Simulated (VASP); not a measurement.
# Na (P6_3/mmc) in VASP: a series of runs, part 2 of 3

VASP 6.6.1. The steps go on from the part before.

**3. Relaxation of cell and atoms, PBE, target pressure 8 GPa, at which the enthalpy is minimised**

This run uses another cell than the first one, of 26.78 Å³/atom, 1.650 times its volume.

Input file INCAR:

```
SYSTEM = Na
PREC     = Accurate       ! precision mode
ENCUT    = 600            ! plane-wave cutoff, eV
EDIFF    = 1E-6           ! SCF threshold, eV
ISMEAR   = 0              ! smearing method
SIGMA    = 0.1            ! smearing width, eV
LREAL    = .False.        ! projectors in reciprocal space
LASPH    = .True.         ! aspherical terms in the spheres
NELM     = 60             ! most SCF steps
ALGO     = Fast           ! electronic algorithm
ISIF     = 3              ! what is computed and relaxed
LWAVE    = .False.        ! write WAVECAR
LCHARG   = .False.        ! write CHGCAR
GGA      = PE             ! functional
IBRION   = 2              ! ionic algorithm
NSW      = 70             ! ionic steps
EDIFFG   = -0.008         ! ionic threshold
PSTRESS  = 80.0
```

Input file KPOINTS:

```
regular mesh
0
Gamma
  12 12 4
  0 0 0
```

Input file POSCAR:

```
Na
1.0
    3.3644228215      0.0000000000      0.0000000000
   -1.6822114108      2.9136756325      0.0000000000
    0.0000000000      0.0000000000     10.9266673310
Na
4
Direct
    0.0000000000      0.0000000000      0.0000000000
    0.3333333333      0.6666666667      0.2500000000
    0.0000000000      0.0000000000      0.5000000000
    0.6666666667      0.3333333333      0.7500000000
```

Potentials or basis: VASP PAW PBE potentials, release 64 (Na_pv).

The run is started by

```bash
$ cat potpaw_PBE.64/Na_pv/POTCAR > POTCAR
$ mpirun -np 1 vasp_std > vasp.out
```

OUTCAR:

```text
SYSTEM = Na
   PREC = Accurate
   ENCUT = 600
   EDIFF = 1E-6
   ISMEAR = 0
   LREAL = .False.
   LASPH = .True.
   NELM = 60
   ISIF = 3
   GGA = PE
   IBRION = 2
   NSW = 70
   EDIFFG = -0.008
   PSTRESS = 80.0

 ion  position               nearest neighbor table
   1  0.000  0.000  0.000-
   2  0.333  0.667  0.250-
   3  0.000  0.000  0.500-
   4  0.667  0.333  0.750-

  LATTYP: Found a hexagonal cell.
 ALAT       =     3.3644228215
 C/A-ratio  =     3.2477093132

  Lattice vectors:

 A1 = (   3.3644228215,   0.0000000000,   0.0000000000)
 A2 = (  -1.6822114108,   2.9136756325,   0.0000000000)
 A3 = (   0.0000000000,   0.0000000000,  10.9266673310)

Analysis of symmetry for initial positions (statically):
=====================================================================
 Subroutine PRICEL returns:
 Original cell was already a primitive cell.

 Routine SETGRP: Setting up the symmetry group for a
 hexagonal supercell.

 Subroutine GETGRP returns: Found 24 space group operations
 (whereof 12 operations were pure point group operations)
 out of a pool of 24 trial point group operations.

The static configuration has the point symmetry D_3d.
 The point group associated with its full space group is D_6h.

Analysis of symmetry for dynamics (positions and initial velocities):
=====================================================================
 Subroutine PRICEL returns:
 Original cell was already a primitive cell.

 Routine SETGRP: Setting up the symmetry group for a
 hexagonal supercell.

 Subroutine GETGRP returns: Found 24 space group operations
 (whereof 12 operations were pure point group operations)
 out of a pool of 24 trial point group operations.

The dynamic configuration has the point symmetry D_3d.
 The point group associated with its full space group is D_6h.

[... 127 lines left out ...]
   GGA     = PE    functional components
   LHFCALC =     F    Hartree Fock is set to
   AEXX    =    0.0000 exact exchange contribution
   IVDW    =     0    specifies the selected vdW correction
   LEPSILON=     F    determine dielectric tensor
   LRPA    =     F    only Hartree local field effects (RPA)
 conjugate gradient relaxation of ions
 non-spin polarized calculation
 RMM-DIIS sequential band-by-band and
 Gauss-broadening in eV      SIGMA  =   0.10
  energy-cutoff  :      600.00
  volume of cell :      107.11
 maximum number of plane-waves:      3607
 NGX is ok and might be reduce to    28
   NGX = 13   NGY = 13   NGZ = 43

--------------------------------------- Ionic step        1  -------------------------------------------

 number of electron      28.0000014 magnetization

 Free energy of the ion-electron system (eV)
  ---------------------------------------------------
  ext. energy  EPLUGINS =         0.00000000
  ---------------------------------------------------
  free energy    TOTEN  =        -4.80265418 eV

  energy without entropy =       -4.79718529  energy(sigma->0) =       -4.79991973

------------------------ aborting loop because EDIFF is reached ----------------------------------------

  FORCE on cell =-STRESS in cart. coord.  units (eV):
  Direction    XX          YY          ZZ          XY          YZ          ZX
  --------------------------------------------------------------------------------------
  -------------------------------------------------------------------------------------
  Total        3.0581580      3.0581580      3.0806576     -0.0000000      0.0000000      0.0000000
  in kB       45.7436704     45.7436704     46.0802169     -0.0000000      0.0000000      0.0000000
  external PRESSURE =     -34.1441474 kB  Pullay stress =      80.0000000 kB
[... 227 lines left out ...]
--------------------------------------- Ionic step        7  -------------------------------------------

 number of electron      27.9999991 magnetization

 Free energy of the ion-electron system (eV)
  ---------------------------------------------------
  ext. energy  EPLUGINS =         0.00000000
  ---------------------------------------------------
  free energy    TOTEN  =        -4.32143652 eV

  energy without entropy =       -4.31656026  energy(sigma->0) =       -4.31899839

 E-fermi :   2.0105     XC(G=0):  -7.8095

 val. band max:        1.9948987772   @ k =   0.2500   0.2500   0.2500
 cond. band min:       2.0849707732   @ k =   0.4167   0.0833   0.5000
 fundamental gap:      0.0900719960
 Fermi energy:         2.0104532980

 k-point     1 :       0.0000    0.0000    0.0000
  band No.  band energies     occupation
      1     -22.8819      2.00000
      2     -22.8023      2.00000
      3     -22.8022      2.00000
      4     -22.7410      2.00000
      5     -22.7410      2.00000
      6     -22.7309      2.00000
[... 481 lines left out ...]
      5     -22.8074      2.00000
      6     -22.7760      2.00000
[... 10 lines left out ...]
     17       5.6892      0.00000
     18       6.4886      0.00000

 [... further k-points ...]

------------------------ aborting loop because EDIFF is reached ----------------------------------------

  FORCE on cell =-STRESS in cart. coord.  units (eV):
  Direction    XX          YY          ZZ          XY          YZ          ZX
  --------------------------------------------------------------------------------------
  -------------------------------------------------------------------------------------
  Total        4.7113923      4.7113923      4.7346823     -0.0000000      0.0000000      0.0000000
  in kB       79.8195093     79.8195093     80.2140840     -0.0000000      0.0000000      0.0000000
  external PRESSURE =      -0.0489658 kB  Pullay stress =      80.0000000 kB
[... 23 lines left out ...]
  energy  without entropy=       -4.3165602646  energy(sigma->0) =       -4.31899839

  enthalpy is  TOTEN    =         0.4006093510 eV   P V=        4.7220458759

 reached required accuracy - stopping structural energy minimisation
```

CONTCAR:

```text
Na
   1.00000000000000
     3.2268041333961048   -0.0000000000061767    0.0000000000000000
    -1.6134020667513562    2.7944943525711650   -0.0000000000000000
    -0.0000000000000000   -0.0000000000000000   10.4875720288072234
  Na
     4
Direct
     0.0000000000000000    0.0000000000000000    0.0000000000000000
     0.3333333332999970    0.6666666667000030    0.2500000000000000
     0.0000000000000000    0.0000000000000000    0.5000000000000000
     0.6666666667000030    0.3333333332999970    0.7500000000000000

  0.00000000E+00  0.00000000E+00  0.00000000E+00
  0.00000000E+00  0.00000000E+00  0.00000000E+00
  0.00000000E+00  0.00000000E+00  0.00000000E+00
  0.00000000E+00  0.00000000E+00  0.00000000E+00
```

Run time: 6.6 min. Hardware: 1 thread of Intel Xeon Platinum 8488C (Sapphire Rapids), shared host; peak memory 0.31 GiB.

What came out:

* Free energy: -4.3214 eV
* Relaxed volume: 23.64 Å³/atom
* Relaxed cell: a = 3.227 Å, b = 3.227 Å, c = 10.488 Å, α = 90.00°, β = 90.00°, γ = 120.00°
* Space group after relaxing (to 0.05 Å): P6_3/mmc (No. 194)
* Energy change on relaxing (the enthalpy is what falls): +120.3 meV/atom
* Ionic steps: 7
* Pressure after relaxing: 8.0 GPa
* Band gap on the k mesh: zero (band 14 reaches 3.76 eV, above the bottom of band 15 at -0.94 eV)

The path:
| step | energy change (eV) | largest force (eV/Å) | pressure (GPa) | volume (Å³) |
| --- | --- | --- | --- | --- |
| 1 | 0.0000 | 0.0000 | 4.59 | 107.11 |
| 2 | 0.3007 | 0.0000 | 6.71 | 98.51 |
| 3 | 0.4764 | 0.0000 | 7.93 | 94.67 |
| 4 | 0.4883 | 0.0000 | 8.08 | 94.43 |
| 5 | 0.4791 | 0.0000 | 7.94 | 94.61 |
| 6 | 0.4825 | 0.0000 | 8.03 | 94.54 |
| 7 | 0.4812 | 0.0000 | 8.00 | 94.57 |

Final structure:
```
Na
1.0
     3.22680    0.00000    0.00000
    -1.61340    2.79449    0.00000
     0.00000    0.00000   10.48757
Na
4
Direct
  0.00000 0.00000 0.00000
  0.33333 0.66667 0.25000
  0.00000 0.00000 0.50000
  0.66667 0.33333 0.75000
```

Caveat: the cell is relaxed towards a set pressure, so the enthalpy falls and the energy may rise.

[end of part 2 of 3]
